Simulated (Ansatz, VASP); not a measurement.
SrCd in VASP and in Ansatz

```
Sr Cd
1.0
     3.92294    0.00000    0.00000
     0.00000    3.92294    0.00000
     0.00000    0.00000    4.00300
Sr Cd
1 1
Cartesian
  1.9615 1.9615 2.0015
  0.0000 0.0000 0.0000
```

Change from the starting cell: equal xx and yy strain of -2 %, crystal datasets.

Alike in both runs: task electric field gradients; functional LDA; k mesh 10 × 10 × 10; occupations fermi-dirac, width 0.08 eV; no spin polarisation.

```csv
,VASP,Ansatz
version,VASP 6.6.1,Ansatz 0.2.0
potentials or method,"VASP PAW LDA potentials, release 64 (Sr_sv, Cd), cutoff 520 eV","all-electron PAW with datasets made for the crystal, scalar-relativistic"
```

```csv
,VASP,Ansatz,Ansatz less VASP
pressure (GPa),-0.9,-1.0,-0.12
"traceless stress, the component that is largest in VASP (GPa)",-0.39,-0.38,+0.001
size of Vzz on the site where it differs most (V/Å²),0.6,1.3,+0.71
```

LDA's correlation is that of Perdew and Zunger in VASP and of Perdew and Wang (1992) in Ansatz. Ansatz ran all-electron here, and VASP with PAW potentials.
